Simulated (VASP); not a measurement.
Write the native input for VASP 6.6.1 that does the following.

```
Task                   : single point
Functional             : r2SCAN
Potentials or basis    : VASP PAW PBE potentials, release 64 (C)
Cutoff                 : 520 eV
k mesh                 : 12 × 12 × 4
Occupations            : gaussian, width 0.05 eV
Spin                   : no spin polarisation
Dipole correction      : no
Further INCAR settings : ALGO = Normal; EDIFF = 1e-06; NBANDS = 26
```

Crystal: C.

```
CELL_PARAMETERS angstrom
2.44709 0.00000 0.00000
-1.22355 2.11925 0.00000
0.00000 0.00000 8.48733
ATOMIC_POSITIONS crystal
C 0.00000 0.00000 0.09293
C 0.00000 0.00000 0.59293
C 0.00000 0.00000 0.40707
C 0.00000 0.00000 0.90707
C 0.33333 0.66667 0.15550
C 0.66667 0.33333 0.65550
C 0.33333 0.66667 0.34450
C 0.66667 0.33333 0.84450
```

This cell differs from its parent crystal: strain -0.025 along x and y, +0.025 along z.

These files were run (other wordings do the same):

POSCAR

```
C
1.0
    2.4470936931      0.0000000000      0.0000000000
   -1.2235468465      2.1192453036      0.0000000000
    0.0000000000      0.0000000000      8.4873327404
C
8
Direct
    0.0000000000      0.0000000000      0.0929334757
    0.0000000000      0.0000000000      0.5929334757
    0.0000000000      0.0000000000      0.4070665243
    0.0000000000      0.0000000000      0.9070665243
    0.3333333333      0.6666666667      0.1554962089
    0.6666666667      0.3333333333      0.6554962089
    0.3333333333      0.6666666667      0.3445037911
    0.6666666667      0.3333333333      0.8445037911
```

INCAR.step1

```
PREC     = Accurate       # precision mode
ENCUT    = 520            # plane-wave cutoff, eV
ISMEAR   = 0              # smearing method
SIGMA    = 0.05           # smearing width, eV
LREAL    = False          # projectors in reciprocal space
LASPH    = True           # aspherical terms in the spheres
NELM     = 80             # most SCF steps
NBANDS   = 26             # bands
GGA      = PE             # functional
ALGO     = Normal         # electronic algorithm
EDIFF    = 1E-4           # SCF threshold, eV
LWAVE    = True           # write WAVECAR
LCHARG   = False          # write CHGCAR
```

INCAR.step2

```
PREC     = Accurate       # precision mode
ENCUT    = 520            # plane-wave cutoff, eV
EDIFF    = 1E-6           # SCF threshold, eV
ISMEAR   = 0              # smearing method
SIGMA    = 0.05           # smearing width, eV
LREAL    = False          # projectors in reciprocal space
LASPH    = True           # aspherical terms in the spheres
NELM     = 80             # most SCF steps
ALGO     = Normal         # electronic algorithm
ISIF     = 2              # what is computed and relaxed
LWAVE    = False          # write WAVECAR
LCHARG   = True           # write CHGCAR
METAGGA  = R2SCAN         # meta-GGA
LMIXTAU  = True         
LELF     = True           # ELF
LVHAR    = True         
NBANDS   = 26             # bands
ISTART   = 1
```

KPOINTS

```
Automatic mesh
0
Gamma
  12 12 4
```

Potentials or basis: VASP PAW PBE potentials, release 64 (C).

Launch:

```sh
$ cat potpaw_PBE.64/C/POTCAR > POTCAR
$ cp INCAR.step1 INCAR
$ mpirun -np 1 vasp_std > vasp.out
$ cp INCAR.step2 INCAR
$ mpirun -np 1 vasp_std > vasp.out
```

It gave:

```yaml
Pressure: 15.0 GPa
Largest_force: 0.075 eV/Å
Band_gap_on_the_k_mesh: 4.43 eV
```

Caveat: the cell differs from its parent crystal (strain -0.025 along x and y, +0.025 along z); the cell stands under pressure; the PAW data sets were made with another functional, which shifts forces and pressure a little.

Wall time 2.3 min on 1 thread of Intel(R) Xeon(R) Platinum 8375C CPU @ 2.90GHz (Ice Lake), with other jobs on the host, peak memory 0.18 GiB.
